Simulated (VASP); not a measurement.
N, 24 atoms in the cell. The cell holds a disordered packing, 24 atoms: a = 8.862 Å, b = 8.862 Å, c = 8.862 Å, α = 90.00°, β = 90.00°, γ = 90.00°. 

| Quantity | Value |
| --- | --- |
| Program | VASP 6.6.1 |
| Task | single point |
| Functional | PBE |
| Dispersion | D3(BJ) |
| Potentials or basis | VASP PAW PBE potentials, release 64 (N) |
| Cutoff | 520 eV |
| k mesh | 1 × 1 × 1 |
| Occupations | fermi-dirac, width 0.05 eV |
| Spin | no spin polarisation |
| Dipole correction | no |
| Further INCAR settings | LREAL = Auto; ALGO = Normal; EDIFF = 1e-06; NBANDS = 78 |

Potentials or basis: VASP PAW PBE potentials, release 64 (N).

Launch:

```sh
$ cat potpaw_PBE.64/N/POTCAR > POTCAR
$ mpirun -np 1 vasp_gam > vasp.out
```

Hardware: 1 thread of AMD EPYC 7R43 64-Core Processor (Zen 3), with other jobs on the host.

**Question.** How long does it take, and how much memory?

**Answer.** Run time: 2.7 min on 1 thread of AMD EPYC 7R43 64-Core Processor (Zen 3) (shared host), peak memory 0.58 GiB. Counts: scf iterations 17, k points 1.
